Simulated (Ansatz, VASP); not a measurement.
Mg3Be: VASP beside Ansatz

The input INCAR:

```
SYSTEM = Mg3Be
  ALGO = Fast
  EDIFF = 1E-7
  ENCUT = 520
  GGA = PE
  ISIF = 2
  ISMEAR = 0
  LASPH = .True.
  LCHARG = .False.
  LREAL = .False.
  LWAVE = .False.
  NBANDS = 12
  NELM = 80
  PREC = Accurate
  SIGMA = 0.1
```

KPOINTS

```
k-points
0
Gamma
  6 6 6
  0 0 0
```

The input POSCAR:

```
Mg3Be
1.0
    0.0000000000      3.1907721800      3.1907721800
    3.1907721800      0.0000000000      3.1907721800
    3.1907721800      3.1907721800      0.0000000000
Mg Be
3 1
Direct
    0.7500000000      0.7500000000      0.7500000000
    0.2500000000      0.2500000000      0.2500000000
    0.0000000000      0.0000000000      0.0000000000
    0.5000000000      0.5000000000      0.5000000000
```

Input for Ansatz:

```yaml
crystal:
  lattice:
    - [0.0, 3.19077218, 3.19077218]
    - [3.19077218, 0.0, 3.19077218]
    - [3.19077218, 3.19077218, 0.0]
  atoms:
    - { symbol: Mg, position: [0.75, 0.75, 0.75] }
    - { symbol: Mg, position: [0.25, 0.25, 0.25] }
    - { symbol: Mg, position: [0.0, 0.0, 0.0] }
    - { symbol: Be, position: [0.5, 0.5, 0.5] }
basis:
  ecutwfc: 420
kpoints:
  mp_grid: { grid: [6, 6, 6] }
hamiltonian:
  xc: pbe
scf:
  occupations: { method: gaussian, width: 0.1 }
  lower_state_search: "off"
output:
  forces: true
  stress: true
  eigenvalues: true
```

Alike in both runs: task single point; functional PBE; k mesh 6 × 6 × 6; occupations gaussian, width 0.1 eV; no spin polarisation.

|  | VASP | Ansatz |
| --- | --- | --- |
| version | VASP 6.6.1 | Ansatz 0.2.0 |
| potentials or method | VASP PAW PBE potentials, release 64 (Mg, Be), cutoff 520 eV | scalar-relativistic, plane waves, PAW |
| valence electrons in the cell | 8 | 32 |

|  | VASP | Ansatz | Ansatz less VASP |
| --- | --- | --- | --- |
| gap on the k mesh at the Fermi level (eV) | none | none | - |
| pressure (GPa) | 7.5 | 7.5 | +0.06 |

A gap of «none» marks a metal or a gap that the smearing closes. VASP's potentials hold 8 valence electrons a cell and Ansatz's 32, so a difference there can come from the potentials and not from the codes.
